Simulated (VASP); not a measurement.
# CdS (F-43m) in VASP: further runs, part 3 of 3

VASP 6.6.1. Earlier steps stand in the parts before.

**4. Relaxation of cell and atoms, HF**

Contents of POSCAR:

```
CdS
1.0
    0.0000000000      2.9165000000      2.9165000000
    2.9165000000      0.0000000000      2.9165000000
    2.9165000000      2.9165000000      0.0000000000
Cd S
1 1
Direct
    0.0000000000      0.0000000000      0.0000000000
    0.7500000000      0.7500000000      0.7500000000
```

Contents of INCAR.step1:

```
PREC = Accurate
ENCUT = 600
EDIFF = 1E-5
ISMEAR = -1
SIGMA = 0.05
LREAL = F
LASPH = T
NELM = 100
ALGO = Normal
LWAVE = T
LCHARG = F
GGA = PE
NBANDS = 16
```

Contents of INCAR.step2:

```
PREC = Accurate
ENCUT = 600
EDIFF = 1E-6
ISMEAR = -1
SIGMA = 0.05
LREAL = F
LASPH = T
NELM = 100
ALGO = Normal
ISIF = 3
LWAVE = F
LCHARG = F
GGA = PE
LHFCALC = T
AEXX = 1.0
ALDAC = 0.0
AGGAC = 0.0
PRECFOCK = Normal
IBRION = 2
NSW = 60
EDIFFG = -0.01
ISTART = 1
```

Contents of KPOINTS:

```
Automatic mesh
0
Gamma
  4 4 4
```

Run with:

```bash
$ cat potpaw_PBE.64/Cd/POTCAR potpaw_PBE.64/S/POTCAR > POTCAR
$ cp INCAR.step1 INCAR
$ mpirun -np 1 vasp_std > vasp.out
$ cp INCAR.step2 INCAR
$ mpirun -np 1 vasp_std > vasp.out
```

Run time: 57 min. Hardware: 1 thread of Intel Xeon Platinum 8375C at 2.90GHz (Ice Lake), shared host; peak memory 0.22 GiB.

The run converged. Its results:

```yaml
Free_energy: -12.8957 eV
Relaxed_volume: 27.38 Å³/atom
Relaxed_cell: a = 4.262 Å, b = 4.262 Å, c = 4.262 Å, α = 60.00°, β = 60.00°, γ = 60.00°
Space_group_after_relaxing_to_0.1_Å: F-43m (No. 216)
Energy_gained_by_relaxing: 51.1 meV/atom
Ionic_steps: 3
Pressure_after_relaxing: 0.0 GPa
Band_gap_on_the_k_mesh: 8.27 eV
```

The path:
```tsv
step	energy change (eV)	largest force (eV/Å)	pressure (GPa)	volume (Å³)
1	0.0000	0.0000	6.95	49.62
2	-0.0759	0.0000	-2.70	57.76
3	-0.1022	0.0000	0.02	54.76
```

Final structure:
```
Cd S
1.0
     0.00000    3.01397    3.01397
     3.01397    0.00000    3.01397
     3.01397    3.01397    0.00000
Cd S
1 1
Cartesian
  0.0000 0.0000 0.0000
  4.5210 4.5210 4.5210
```

Levels at points of the mesh, in eV from the valence-band top:
| k point | band 6 | band 7 | band 8 | band 9 | band 10 | band 11 | band 12 | band 13 |
| --- | --- | --- | --- | --- | --- | --- | --- | --- |
| (0.00, 0.00, 0.00) | -11.55 | 0.00 | 0.00 | 0.00 | 8.27 | 14.42 | 14.42 | 14.42 |
| (0.50, 0.00, 0.00) | -11.13 | -4.77 | -0.78 | -0.78 | 10.48 | 14.71 | 14.71 | 14.93 |
| (0.50, 0.50, 0.00) | -11.00 | -4.35 | -1.98 | -1.98 | 10.46 | 11.93 | 17.10 | 19.13 |

Caveat: the k points lie up to 0.45 Å⁻¹ apart in the final cell; the PAW data sets were made with another functional, which shifts forces and pressure a little.

**5. Single point, LDA**

This run uses another cell than the first one, of 28.53 Å³/atom.

Contents of INCAR:

```
ALGO     = Normal         # electronic algorithm
EDIFF    = 1E-6           # SCF threshold, eV
ENCUT    = 500            # plane-wave cutoff, eV
GGA_COMPAT= F            
ISIF     = 2              # what is computed and relaxed
ISMEAR   = 0              # smearing method
LASPH    = T              # aspherical terms in the spheres
LCHARG   = T              # write CHGCAR
LELF     = T              # ELF
LREAL    = F              # projectors in reciprocal space
LVHAR    = T            
LWAVE    = F              # write WAVECAR
NBANDS   = 16             # bands
NELM     = 120            # most SCF steps
PREC     = Accurate       # precision mode
SIGMA    = 0.01           # smearing width, eV
```

Contents of KPOINTS:

```
k-points
0
Gamma
  8 8 8
```

Contents of POSCAR:

```
CdS
1.0
    0.0000000000      3.0555865800      3.0555865800
    3.0555865800      0.0000000000      3.0555865800
    3.0555865800      3.0555865800      0.0000000000
Cd S
1 1
Direct
    0.0000000000      0.0000000000      0.0000000000
    0.2500000000      0.2500000000      0.2500000000
```

Potentials or basis: VASP PAW LDA potentials, release 64 (Cd, S).

Run with:

```bash
$ cat potpaw_LDA.64/Cd/POTCAR potpaw_LDA.64/S/POTCAR > POTCAR
$ mpirun -np 1 vasp_std > vasp.out
```

OUTCAR:

```text
EDIFF = 1E-6
   ENCUT = 500
   ISIF = 2
   ISMEAR = 0
   LASPH = T
   LREAL = F
   NELM = 120
   PREC = Accurate

 ion  position               nearest neighbor table
   1  0.000  0.000  0.000-   2 2.65   2 2.65   2 2.65   2 2.65
   2  0.250  0.250  0.250-   1 2.65   1 2.65   1 2.65   1 2.65

  LATTYP: Found a face centered cubic cell.
 ALAT       =     6.1111731600

  Lattice vectors:

 A1 = (   0.0000000000,   3.0555865800,   3.0555865800)
 A2 = (   3.0555865800,   0.0000000000,   3.0555865800)
 A3 = (   3.0555865800,   3.0555865800,   0.0000000000)

Analysis of symmetry for initial positions (statically):
=====================================================================
 Subroutine PRICEL returns:
 Original cell was already a primitive cell.

 Routine SETGRP: Setting up the symmetry group for a
 face centered cubic supercell.

 Subroutine GETGRP returns: Found 24 space group operations
 (whereof 24 operations were pure point group operations)
 out of a pool of 48 trial point group operations.

The static configuration has the point symmetry T_d .

Analysis of symmetry for dynamics (positions and initial velocities):
[... 154 lines left out ...]
  ---------------------------------------------------
  free energy    TOTEN  =        -7.15112762 eV

  energy without entropy =       -7.15112762  energy(sigma->0) =       -7.15112762

 E-fermi :   0.1199     XC(G=0):  -8.9676

 val. band max:        0.0172442272   @ k =   0.0000   0.0000   0.0000
 cond. band min:       0.5992532933   @ k =   0.0000   0.0000   0.0000
 fundamental gap:      0.5820090662
 Fermi energy:         0.1199357853

 k-point     1 :       0.0000    0.0000    0.0000
  band No.  band energies     occupation
      1     -11.5776      2.00000
      2      -7.3484      2.00000
      3      -7.3484      2.00000
      4      -7.3484      2.00000
      5      -7.0286      2.00000
      6      -7.0286      2.00000
[... 433 lines left out ...]
      3      -7.2103      2.00000
      4      -7.0437      2.00000
      5      -7.0100      2.00000
      6      -6.6745      2.00000
[... 8 lines left out ...]
     15      11.7245      0.00000
     16      12.6377      0.00000

 [... further k-points ...]
[... 5 lines left out ...]
  --------------------------------------------------------------------------------------
  -------------------------------------------------------------------------------------
  Total       -2.7863065     -2.7863065     -2.7863065      0.0000000     -0.0000000     -0.0000000
  in kB      -78.2394336    -78.2394336    -78.2394336      0.0000000     -0.0000000     -0.0000000
  external PRESSURE =     -78.2394336 kB  Pullay stress =       0.0000000 kB

 VOLUME and BASIS-vectors are now :
 -----------------------------------------------------------------------------
  energy-cutoff  :      500.00
  volume of cell :       57.06
      direct lattice vectors                 reciprocal lattice vectors
     0.000000000  3.055586580  3.055586580    -0.163634702  0.163634702  0.163634702
     3.055586580  0.000000000  3.055586580     0.163634702 -0.163634702  0.163634702
     3.055586580  3.055586580  0.000000000     0.163634702  0.163634702 -0.163634702

 POSITION                                       TOTAL-FORCE (eV/Angst)
 -----------------------------------------------------------------------------------
      0.00000      0.00000      0.00000         0.000000     -0.000000     -0.000000
      1.52779      1.52779      1.52779        -0.000000      0.000000      0.000000
 -----------------------------------------------------------------------------------
    total drift:                                0.000000      0.000000      0.000000

  FREE ENERGIE OF THE ION-ELECTRON SYSTEM (eV)
  ---------------------------------------------------
  free  energy   TOTEN  =        -7.1511276177 eV

  energy  without entropy=       -7.1511276177  energy(sigma->0) =       -7.15112762
```

stdout:

```text
POSCAR found type information on POSCAR CdS
 POSCAR found :  2 types and       2 ions
 scaLAPACK will be used
 LDA part: xc-table for (Slater(with rela. corr.)+CA(PZ))
 , standard interpolation
 POSCAR, INCAR and KPOINTS ok, starting setup
 FFT: planning ... GRIDC
 FFT: planning ... GRID_SOFT
 FFT: planning ... GRID
 WAVECAR not read
 entering main loop
```

Wall time 8.3 s (1 thread of Intel Xeon 6975P-C (Granite Rapids), shared host); peak memory 0.16 GiB.

What came out:

* Free energy: -7.1511 eV
* Pressure: -7.8 GPa
* Band gap on the k mesh: 0.58 eV

Caveat: the cell stands under tension; semilocal functionals underestimate gaps, and a narrow one can read as zero. Expect the measured gap to be larger: semilocal functionals such as LDA lack the derivative discontinuity.

**6. Single point, revpbe exchange, lda correlation, non-collinear spin, typed start (23.82 Å³/atom)**

This run uses another cell than the first one, of 23.82 Å³/atom.

Contents of INCAR:

```
SYSTEM = CdS
ALGO = Normal
EDIFF = 1E-6
ENCUT = 500
GGA = LIBXC
GGA_COMPAT = .FALSE.
ISIF = 2
ISMEAR = -1
LASPH = .TRUE.
LCHARG = .TRUE.
LIBXC1 = GGA_X_PBE_R
LIBXC2 = LDA_C_PW
LNONCOLLINEAR = .TRUE.
LORBIT = 11
LREAL = .FALSE.
LVHAR = .TRUE.
LWAVE = .FALSE.
MAGMOM = -0.337 0.175 0.02 0 0 0
NBANDS = 30
NELM = 200
PREC = Accurate
SIGMA = 0.025
```

Contents of KPOINTS:

```
k-points
0
G
  6 6 6
  0 0 0
```

Contents of POSCAR:

```
CdS
1.0
    0.0000000000      2.8770830059      2.8770830059
    2.8770830059      0.0000000000      2.8770830059
    2.8770830059      2.8770830059      0.0000000000
Cd S
1 1
Direct
    0.0000000000      0.0000000000      0.0000000000
    0.7500000000      0.7500000000      0.7500000000
```

Potentials or basis: VASP PAW PBE potentials, release 64 (Cd, S).

Run with:

```bash
$ cat potpaw_PBE.64/Cd/POTCAR potpaw_PBE.64/S/POTCAR > POTCAR
$ mpirun -np 1 vasp_ncl > vasp.out
```

Wall time 4.9 min (1 thread of Intel Xeon 6975P-C (Granite Rapids), shared host); peak memory 0.56 GiB.

Results (log left out):

```yaml
Free_energy: -4.0162 eV
Pressure: 13.7 GPa
Band_gap_on_the_k_mesh: 1.52 eV
Net_moment: 0.00 μB per cell
Valence_electrons_inside_the_program's_atomic_spheres: Cd 10.37; S 3.83
```

Levels at points of the mesh, in eV from the valence-band top:
```tsv
k point	band 15	band 16	band 17	band 18	band 19	band 20	band 21	band 22
(0.00, 0.00, 0.00)	0.00	0.00	0.00	0.00	1.52	1.52	6.74	6.74
(0.50, 0.00, 0.00)	-0.78	-0.78	-0.78	-0.78	3.30	3.30	7.24	7.24
(0.00, 0.50, 0.00)	-0.78	-0.78	-0.78	-0.78	3.30	3.30	7.24	7.24
(0.00, 0.00, 0.50)	-0.78	-0.78	-0.78	-0.78	3.30	3.30	7.24	7.24
(0.50, 0.50, 0.50)	-0.78	-0.78	-0.78	-0.78	3.30	3.30	7.24	7.24
(0.50, 0.50, 0.00)	-1.94	-1.94	-1.94	-1.94	3.92	3.92	4.58	4.58
(0.00, 0.50, 0.50)	-1.94	-1.94	-1.94	-1.94	3.92	3.92	4.58	4.58
(0.50, 0.00, 0.50)	-1.94	-1.94	-1.94	-1.94	3.92	3.92	4.58	4.58
```

Moments on the atoms (μB; x, y, z):
```
Cd  0.00 0.00 0.00
S   0.00 0.00 0.00
```

Caveat: the cell stands under pressure; the PAW data sets were made with another functional, which shifts forces and pressure a little.

**7. Summary**

```csv
task,level,potentials or basis,spin,cell,k mesh,cutoff (eV),smearing,grid for exact exchange (PRECFOCK),share of exact exchange,gap on the mesh (eV),pressure (GPa),moment (μB)
single point,LDA,"VASP PAW LDA potentials, release 64 (Cd, S)","non-collinear, zero start, SOC","a = 4.125 Å, angles 60.0°, 2 atoms",6 × 6 × 6,520,fermi-dirac 0.05 eV,-,-,-,-2.0,0.00
single point,HF,"VASP PAW PBE potentials, release 64 (Cd, S)",off,"a = 4.270 Å, angles 60.0°, 2 atoms",4 × 4 × 4,520,fermi-dirac 0.05 eV,Normal,1,8.25,-0.3,-
relaxation of cell and atoms,HF,"VASP PAW PBE potentials, release 64 (Cd, S)",off,"relaxed from a = 4.125 Å, angles 60.0°, 2 atoms",4 × 4 × 4,600,fermi-dirac 0.05 eV,Normal,1,8.27,0.0,-
single point,LDA,"VASP PAW LDA potentials, release 64 (Cd, S)",off,"a = 4.321 Å, angles 60.0°, 2 atoms",8 × 8 × 8,500,gaussian 0.01 eV,-,-,0.58,-7.8,-
single point,"revpbe exchange, lda correlation","VASP PAW PBE potentials, release 64 (Cd, S)","non-collinear, typed start","a = 4.069 Å, angles 60.0°, 2 atoms",6 × 6 × 6,500,fermi-dirac 0.025 eV,-,-,1.52,13.7,0.00
```

Caveats: some runs use coarse meshes; the PAW data sets were made with another functional, which shifts forces and pressure a little (at least some runs); the cell stands under tension (at least some runs); semilocal functionals underestimate gaps, and a narrow one can read as zero (at least some runs); the cell stands under pressure (at least some runs).

Absolute energies hang on the potentials; compare differences alone.
